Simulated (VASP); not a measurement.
# C (I4_1/amd) in VASP: notebook

The runs below take C through single point, with PBEsol.

All numbers are computed with VASP 6.6.1; they aren't measurements. Logs are shortened: lines on timing, memory, paths and dates and some standing lists are left out, and cuts for length are marked.

## 1. The cell of the first run

Symmetry: I4_1/amd, No. 141, tetragonal system. The conventional cell has a = 2.312 Å, b = 2.312 Å, c = 3.412 Å, α = 90.00°, β = 90.00°, γ = 90.00°. Within 1.9 Å of C (site symmetry -4m2) lie 4 C at 1.44 Å.

## 2. Single point, PBEsol (strain -0.080 along x and y, -0.040 along z)

INCAR reads:

```
SYSTEM = C
PREC = Accurate
ENCUT = 520
EDIFF = 1E-7
ISMEAR = 0
SIGMA = 0.05
LREAL = .False.
LASPH = .True.
NELM = 60
ALGO = Normal
ISIF = 2
LWAVE = .False.
LCHARG = .False.
GGA = PS
NBANDS = 11
```

KPOINTS reads:

```
Automatic mesh
0
Gamma
  12 12 12
  0 0 0
```

POSCAR reads:

```
C
1.0
    0.0000000000      1.6347522448      1.7058284293
    1.6347522448      0.0000000000      1.7058284293
    1.6347522448      1.6347522448      0.0000000000
C
2
Direct
    0.5000000000      0.5000000000      0.5000000000
    0.7500000000      0.7500000000      0.7500000000
```

Potentials or basis: VASP PAW PBE potentials, release 64 (C).

Launch:

```bash
$ cat potpaw_PBE.64/C/POTCAR > POTCAR
$ mpirun -np 1 vasp_std > vasp.out
```

OUTCAR:

```text
SYSTEM = C
   PREC = Accurate
   ENCUT = 520
   EDIFF = 1E-7
   ISMEAR = 0
   LREAL = .False.
   LASPH = .True.
   NELM = 60
   ISIF = 2
   GGA = PS

 ion  position               nearest neighbor table
   1  0.500  0.500  0.500-   2 1.44   2 1.44   2 1.44   2 1.44
   2  0.750  0.750  0.750-   1 1.44   1 1.44   1 1.44   1 1.44

  LATTYP: Found a body centered tetragonal cell.
 ALAT       =     2.3118887957
 C/A-ratio  =     1.4757011085

  Lattice vectors:

 A1 = (  -1.6347522448,   0.0000000000,   1.7058284293)
 A2 = (   1.6347522448,   0.0000000000,   1.7058284293)
 A3 = (   0.0000000000,   1.6347522448,  -1.7058284293)

Analysis of symmetry for initial positions (statically):
=====================================================================
 Subroutine PRICEL returns:
 Original cell was already a primitive cell.

 Routine SETGRP: Setting up the symmetry group for a
 body centered tetragonal supercell.

 Subroutine GETGRP returns: Found 16 space group operations
 (whereof  8 operations were pure point group operations)
 out of a pool of 16 trial point group operations.

The static configuration has the point symmetry D_2d.
 The point group associated with its full space group is D_4h.

Analysis of symmetry for dynamics (positions and initial velocities):
=====================================================================
 Subroutine PRICEL returns:
 Original cell was already a primitive cell.

 Routine SETGRP: Setting up the symmetry group for a
 body centered tetragonal supercell.

 Subroutine GETGRP returns: Found 16 space group operations
 (whereof  8 operations were pure point group operations)
 out of a pool of 16 trial point group operations.

The dynamic configuration has the point symmetry D_2d.
 The point group associated with its full space group is D_4h.

 Subroutine INISYM returns: Found 16 space group operations
 (whereof  8 operations are pure point group operations),
 and found     1 'primitive' translations

----------------------------------------------------------------------------------------

                                     Primitive cell

  volume of cell :       9.1174

  direct lattice vectors                    reciprocal lattice vectors
     0.000000000  1.634752245  1.705828429    -0.305856745  0.305856745  0.293112714
     1.634752245  0.000000000  1.705828429     0.305856745 -0.305856745  0.293112714
     1.634752245  1.634752245  0.000000000     0.305856745  0.305856745 -0.293112714

  length of vectors
     2.362681852  2.362681852  2.311888796     0.522505272  0.522505272  0.522505272

  position of ions in fractional coordinates (direct lattice)
     0.500000000  0.500000000  0.500000000
     0.750000000  0.750000000  0.750000000

  ion indices of the primitive-cell ions
   primitive index   ion index
                 1           1
                 2           2

----------------------------------------------------------------------------------------

 KPOINTS: Automatic mesh

Automatic generation of k-mesh.
 Grid dimensions read from file:
 generate k-points for:   12   12   12

 Generating k-lattice:

  Cartesian coordinates                     Fractional coordinates (reciprocal lattice)
    -0.025488062  0.025488062  0.024426059     0.083333333  0.000000000  0.000000000
     0.025488062 -0.025488062  0.024426059     0.000000000  0.083333333  0.000000000
     0.025488062  0.025488062 -0.024426059     0.000000000  0.000000000  0.083333333

  Length of vectors
     0.043542106  0.043542106  0.043542106

  Shift w.r.t. Gamma in fractional coordinates (k-lattice)
     0.000000000  0.000000000  0.000000000

 Subroutine IBZKPT returns following result:
 ===========================================

 Found    163 irreducible k-points:

 Following reciprocal coordinates:
            Coordinates               Weight
  0.000000  0.000000  0.000000      1.000000
  0.083333  0.000000  0.000000      8.000000
  0.166667  0.000000  0.000000      8.000000
  0.250000  0.000000  0.000000      8.000000
  0.333333  0.000000  0.000000      8.000000
  0.416667  0.000000  0.000000      8.000000
[... 16 lines left out ...]
  0.500000  0.166667  0.000000      8.000000
 -0.416667  0.166667  0.000000      8.000000
 [... further k-points ...]
   k-points           NKPTS =    163   k-points in BZ     NKDIM =    163   number of bands    NBANDS=     11
   number of dos      NEDOS =    301   number of ions     NIONS =      2
   total plane-waves  NPLWV =   5832
   dimension x,y,z NGX =    18 NGY =   18 NGZ =   18
   dimension x,y,z NGXF=    36 NGYF=   36 NGZF=   36
   ions per type =               2
   NGX,Y,Z   is equivalent  to a cutoff of  12.67, 12.67, 12.94 a.u.
   NGXF,Y,Z  is equivalent  to a cutoff of  25.33, 25.33, 25.89 a.u.
 SYSTEM =  C
   PREC   = accura    normal or accurate (medium, high low for compatibility)
   ISTART =      0    job   : 0-new  1-cont  2-samecut
   ICHARG =      2    charge: 1-file 2-atom 10-const
   ISPIN  =      1    spin polarized calculation?
   LNONCOLLINEAR =      F non collinear calculations
   LSORBIT =      F    spin-orbit coupling
   LASPH  =      T    aspherical Exc in radial PAW
   ENCUT  =  520.0 eV  38.22 Ry    6.18 a.u.   4.39  4.39  4.30*2*pi/ulx,y,z
   NELM   =     60;   NELMIN=  2; NELMDL= -5     # of ELM steps
   EDIFF  = 0.1E-06   stopping-criterion for ELM
   LREAL  =      F    real-space projection
   EDIFFG = 0.1E-05   stopping-criterion for IOM
   NSW    =      0    number of steps for IOM
   IBRION =     -1    ionic relax: 0-MD 1-quasi-New 2-CG
   NFREE  =      0    steps in history (QN), initial steepest desc. (CG)
   ISIF   =      2    stress and relaxation
   ISYM   =      2    0-nonsym 1-usesym 2-fastsym
   POTIM  = 0.5000    time-step for ionic-motion
   TEBEG  =    0.0;   TEEND  =   0.0 temperature during run
   PSTRESS=    0.0 pullay stress
   NELECT =       8.0000    total number of electrons
   NUPDOWN=      -1.0000    fix difference up-down
   EMIN   =  10.00;   EMAX   =-10.00  energy-range for DOS
   EFERMI =   0.00;   METHOD = LEGACY
   ISMEAR =     0;   SIGMA  =   0.05  broadening in eV -4-tet -1-fermi 0-gaus
   EFERMI_NEDOS =   21; number of points for ismear=-14 and -15
   IALGO  =     38    algorithm
   IMIX   =      4    mixing-type and parameters
     AMIX     =   0.40;   BMIX     =  1.00
     AMIX_MAG =   1.60;   BMIX_MAG =  1.00
  volume/ion in A,a.u.               =       4.56        30.76
  Fermi-wavevector in a.u.,A,eV,Ry     =   1.567287  2.961742 33.421177  2.456387
  Thomas-Fermi vector in A             =   2.669489
   LORBIT       =      0    0 simple, 1 ext, 2 COOP (PROOUT), +10 PAW based schemes
   GGA     = PS    functional components
   LHFCALC =     F    Hartree Fock is set to
   AEXX    =    0.0000 exact exchange contribution
   IVDW    =     0    specifies the selected vdW correction
   LEPSILON=     F    determine dielectric tensor
   LRPA    =     F    only Hartree local field effects (RPA)
 non-spin polarized calculation
 Gauss-broadening in eV      SIGMA  =   0.05
  energy-cutoff  :      520.00
  volume of cell :        9.12
 maximum number of plane-waves:       263
 NGX is ok and might be reduce to    18
   NGX =  9   NGY =  9   NGZ =  9

 number of electron       8.0000002 magnetization

 Free energy of the ion-electron system (eV)
  ---------------------------------------------------
  ext. energy  EPLUGINS =         0.00000000
  ---------------------------------------------------
  free energy    TOTEN  =       -18.42501479 eV

  energy without entropy =      -18.42501479  energy(sigma->0) =      -18.42501479

 E-fermi :  13.7475     XC(G=0): -14.5417

 val. band max:       13.4004115714   @ k =   0.0000   0.0000   0.0000
 cond. band min:      17.3314567828   @ k =   0.4167   0.0000   0.4167
 fundamental gap:      3.9310452114
 Fermi energy:        13.7474891305

 k-point     1 :       0.0000    0.0000    0.0000
  band No.  band energies     occupation
      1     -11.5511      2.00000
      2      12.6147      2.00000
      3      13.4004      2.00000
      4      13.4004      2.00000
      5      19.1148      0.00000
      6      19.1148      0.00000
      7      19.6884      0.00000
      8      31.7830      0.00000
      9      35.2183      0.00000
     10      40.6015      0.00000
     11      41.2504      0.00000

 k-point     2 :       0.0833    0.0000    0.0000
  band No.  band energies     occupation
      1     -11.3287      2.00000
      2      11.5522      2.00000
      3      12.5549      2.00000
      4      13.0004      2.00000
      5      19.6695      0.00000
      6      19.7757      0.00000
      7      20.5496      0.00000
      8      31.7073      0.00000
      9      35.5591      0.00000
     10      38.2421      0.00000
     11      40.4949      0.00000

 k-point     3 :       0.1667    0.0000    0.0000
  band No.  band energies     occupation
      1     -10.6627      2.00000
      2       8.6678      2.00000
      3      11.5499      2.00000
      4      12.1700      2.00000
      5      20.8280      0.00000
      6      20.8565      0.00000
      7      22.2044      0.00000
      8      31.5013      0.00000
      9      36.1472      0.00000
     10      36.9064      0.00000
     11      38.3686      0.00000

 k-point     4 :       0.2500    0.0000    0.0000
  band No.  band energies     occupation
      1      -9.5593      2.00000
      2       5.3806      2.00000
      3      10.6014      2.00000
      4      11.3495      2.00000
      5      21.6178      0.00000
      6      21.9500      0.00000
      7      23.6347      0.00000
      8      31.2031      0.00000
      9      36.3387      0.00000
     10      37.4114      0.00000
     11      37.6712      0.00000

 k-point     5 :       0.3333    0.0000    0.0000
  band No.  band energies     occupation
      1      -8.0301      2.00000
      2       2.1417      2.00000
      3       9.8574      2.00000
      4      10.7180      2.00000
      5      21.9093      0.00000
      6      22.5420      0.00000
      7      24.6437      0.00000
      8      30.8801      0.00000
      9      37.1348      0.00000
     10      38.5632      0.00000
     11      38.7509      0.00000
[... 211 lines left out ...]
 k-point    21 :       0.3333    0.1667    0.0000
  band No.  band energies     occupation
      1      -8.4536      2.00000
      2       4.8669      2.00000
      3       8.6372      2.00000
      4       8.7738      2.00000
      5      20.4308      0.00000
      6      25.5309      0.00000
      7      25.8166      0.00000
      8      27.2109      0.00000
      9      37.1708      0.00000
     10      37.8134      0.00000
     11      43.1940      0.00000

 k-point    22 :       0.4167    0.1667    0.0000
  band No.  band energies     occupation
      1      -6.8323      2.00000
      2       1.8943      2.00000
      3       7.5407      2.00000
      4       8.5701      2.00000
      5      20.9487      0.00000
      6      25.9529      0.00000
      7      26.4601      0.00000
      8      28.4361      0.00000
      9      36.7312      0.00000
     10      39.2306      0.00000
     11      43.6740      0.00000

 k-point    23 :       0.5000    0.1667    0.0000
  band No.  band energies     occupation
      1      -4.8569      2.00000
      2      -0.8830      2.00000
      3       6.6612      2.00000
      4       8.7309      2.00000
      5      21.3041      0.00000
      6      25.5530      0.00000
      7      27.0672      0.00000
      8      30.1941      0.00000
      9      35.8822      0.00000
     10      40.9554      0.00000
     11      42.8289      0.00000

 k-point    24 :      -0.4167    0.1667    0.0000
  band No.  band energies     occupation
      1      -3.9129      2.00000
      2      -1.9769      2.00000
      3       6.1021      2.00000
      4       9.2315      2.00000
      5      21.8552      0.00000
      6      24.8950      0.00000
      7      27.0312      0.00000
      8      31.3094      0.00000
      9      35.5550      0.00000
     10      39.8402      0.00000
     11      42.0023      0.00000

 [... further k-points ...]
[... 5 lines left out ...]
  --------------------------------------------------------------------------------------
  -------------------------------------------------------------------------------------
  Total        8.8073239      8.8073239      5.9242179      0.0000000     -0.0000000      0.0000000
  in kB     1547.6947901   1547.6947901   1041.0519004      0.0000000     -0.0000000      0.0000000
  external PRESSURE =    1378.8138269 kB  Pullay stress =       0.0000000 kB

 VOLUME and BASIS-vectors are now :
 -----------------------------------------------------------------------------
  energy-cutoff  :      520.00
  volume of cell :        9.12
      direct lattice vectors                 reciprocal lattice vectors
     0.000000000  1.634752245  1.705828429    -0.305856745  0.305856745  0.293112714
     1.634752245  0.000000000  1.705828429     0.305856745 -0.305856745  0.293112714
     1.634752245  1.634752245  0.000000000     0.305856745  0.305856745 -0.293112714

 POSITION                                       TOTAL-FORCE (eV/Angst)
 -----------------------------------------------------------------------------------
      1.63475      1.63475      1.70583         0.000000      0.000000      0.000000
      2.45213      2.45213      2.55874        -0.000000     -0.000000      0.000000
 -----------------------------------------------------------------------------------
    total drift:                                0.000000     -0.000000      0.000000

  FREE ENERGIE OF THE ION-ELECTRON SYSTEM (eV)
  ---------------------------------------------------
  free  energy   TOTEN  =       -18.4250147929 eV

  energy  without entropy=      -18.4250147929  energy(sigma->0) =      -18.42501479
```

Run time: 9.8 s. Hardware: 1 thread of Intel Xeon Platinum 8488C (Sapphire Rapids), shared host; peak memory 0.12 GiB.

What came out:

| Item | Value |
| --- | --- |
| Free energy | -18.4250 eV |
| Pressure | 137.9 GPa |
| Band gap on the k mesh | 3.93 eV, indirect (least direct gap 5.71 eV) |

Levels at points of the mesh, in eV from the valence-band top:
| k point | band 1 | band 2 | band 3 | band 4 | band 5 | band 6 | band 7 | band 8 | band 9 |
| --- | --- | --- | --- | --- | --- | --- | --- | --- | --- |
| (0.00, 0.00, 0.00) | -24.95 | -0.79 | 0.00 | 0.00 | 5.71 | 5.71 | 6.29 | 18.38 | 21.82 |
| (0.50, 0.00, 0.00) | -17.73 | -16.40 | -4.16 | -3.20 | 8.45 | 9.31 | 12.04 | 17.13 | 24.84 |
| (0.50, 0.50, 0.00) | -15.29 | -15.29 | -7.52 | -7.52 | 5.57 | 5.57 | 19.94 | 19.94 | 26.81 |
| (0.50, 0.00, 0.50) | -14.47 | -14.47 | -8.28 | -8.28 | 4.42 | 4.42 | 20.06 | 20.06 | 27.48 |

Caveat: the cell differs from its parent crystal (strain -0.080 along x and y, -0.040 along z); the PAW data sets were made with another functional, which shifts forces and pressure a little. A k mesh can miss the band edges.

## 3. Single point, PBEsol (strain -0.080 along x and y, +0.000 along z)

INCAR reads:

```
SYSTEM = C
PREC = Accurate
ENCUT = 520
EDIFF = 1E-7
ISMEAR = 0
SIGMA = 0.05
LREAL = .FALSE.
LASPH = .TRUE.
NELM = 60
ALGO = Normal
ISIF = 2
LWAVE = .FALSE.
LCHARG = .FALSE.
GGA = PS
NBANDS = 11
```

KPOINTS reads:

```
Automatic mesh
0
G
  12 12 12
  0 0 0
```

POSCAR reads:

```
C
1.0
    0.0000000000      1.6347522448      1.7769046139
    1.6347522448      0.0000000000      1.7769046139
    1.6347522448      1.6347522448      0.0000000000
C
2
Direct
    0.5000000000      0.5000000000      0.5000000000
    0.7500000000      0.7500000000      0.7500000000
```

Potentials or basis: VASP PAW PBE potentials, release 64 (C).

Launch:

```bash
$ cat potpaw_PBE.64/C/POTCAR > POTCAR
$ mpirun -np 1 vasp_std > vasp.out
```

Run time: 10 s. Hardware: 1 thread of Intel Xeon Platinum 8488C (Sapphire Rapids), shared host; peak memory 0.12 GiB.

The run converged. Its results:

```
Free energy            : -18.5913 eV
Pressure               : 103.2 GPa
Band gap on the k mesh : 3.27 eV, indirect (least direct gap 5.22 eV)
```

Stress tensor (GPa, compression positive):
```
136.44   0.00   0.00
  0.00 136.44   0.00
  0.00   0.00  36.85
```

Levels at points of the mesh, in eV from the valence-band top:
```tsv
k point	band 2	band 3	band 4	band 5	band 6	band 7
(0.00, 0.00, 0.00)	-1.57	0.00	0.00	5.22	5.22	6.32
(0.50, 0.00, 0.00)	-16.11	-4.75	-2.87	7.18	9.10	11.80
(0.50, 0.50, 0.00)	-15.66	-7.00	-7.00	5.95	5.95	18.75
(0.50, 0.00, 0.50)	-14.13	-8.43	-8.43	3.77	3.77	18.80
```

Caveat: the cell differs from its parent crystal (strain -0.080 along x and y, +0.000 along z); the PAW data sets were made with another functional, which shifts forces and pressure a little.

## 4. Single point, PBEsol (strain -0.040 along x and y, +0.000 along z)

INCAR reads:

```
PREC     = Accurate       # precision mode
ENCUT    = 520            # plane-wave cutoff, eV
EDIFF    = 1E-6           # SCF threshold, eV
ISMEAR   = 0              # smearing method
SIGMA    = 0.05           # smearing width, eV
LREAL    = False          # projectors in reciprocal space
LASPH    = True           # aspherical terms in the spheres
NELM     = 60             # most SCF steps
ALGO     = Normal         # electronic algorithm
ISIF     = 2              # what is computed and relaxed
LWAVE    = False          # write WAVECAR
LCHARG   = False          # write CHGCAR
GGA      = PS             # functional
NBANDS   = 11             # bands
```

KPOINTS reads:

```
Automatic mesh
0
Gamma
  12 12 12
```

POSCAR reads:

```
C
1.0
    0.0000000000      1.7058284293      1.7769046139
    1.7058284293      0.0000000000      1.7769046139
    1.7058284293      1.7058284293      0.0000000000
C
2
Direct
    0.5000000000      0.5000000000      0.5000000000
    0.7500000000      0.7500000000      0.7500000000
```

Launch:

```bash
$ cat potpaw_PBE.64/C/POTCAR > POTCAR
$ mpirun -np 1 vasp_std > vasp.out
```

It took 8.8 s on 1 thread of Intel Xeon Platinum 8488C (Sapphire Rapids), shared host; peak memory 0.12 GiB.

The run converged. Its results:

```
Free energy            : -19.0941 eV
Pressure               : 44.1 GPa
Band gap on the k mesh : 3.71 eV, indirect (least direct gap 5.41 eV)
```

Stress tensor (GPa, compression positive):
```
58.49  0.00  0.00
 0.00 58.49  0.00
 0.00  0.00 15.46
```

Levels at points of the mesh, in eV from the valence-band top:
| k point | band 1 | band 2 | band 3 | band 4 | band 5 | band 6 | band 7 | band 8 |
| --- | --- | --- | --- | --- | --- | --- | --- | --- |
| (0.00, 0.00, 0.00) | -23.04 | -0.69 | 0.00 | 0.00 | 5.41 | 5.41 | 5.93 | 15.28 |
| (0.50, 0.00, 0.00) | -16.64 | -14.76 | -3.70 | -2.87 | 7.96 | 8.75 | 10.26 | 16.10 |
| (0.50, 0.50, 0.00) | -14.15 | -14.15 | -6.70 | -6.70 | 5.25 | 5.25 | 17.85 | 17.85 |
| (0.50, 0.00, 0.50) | -13.45 | -13.45 | -7.35 | -7.35 | 4.24 | 4.24 | 17.98 | 17.98 |

Caveat: the cell differs from its parent crystal (strain -0.040 along x and y, +0.000 along z); the PAW data sets were made with another functional, which shifts forces and pressure a little.

## 5. Summary

| cell | gap on the mesh (eV) | pressure (GPa) |
| --- | --- | --- |
| a = 2.363, b = 2.363, c = 2.312 Å, angles 60.7, 60.7, 58.6°, 2 atoms | 3.93 | 137.9 |
| a = 2.414, b = 2.414, c = 2.312 Å, angles 61.4, 61.4, 57.2°, 2 atoms | 3.27 | 103.2 |
| a = 2.463, b = 2.463, c = 2.412 Å, angles 60.7, 60.7, 58.6°, 2 atoms | 3.71 | 44.1 |

Alike in all rows: task single point; level PBEsol; potentials or basis VASP PAW PBE potentials, release 64 (C); no spin polarisation; k mesh 12 × 12 × 12; cutoff (eV) 520; smearing gaussian 0.05 eV.

Caveats: the PAW data sets were made with another functional, which shifts forces and pressure a little.

Total energies depend on the potentials used, so only differences within one code and one set of settings carry meaning.
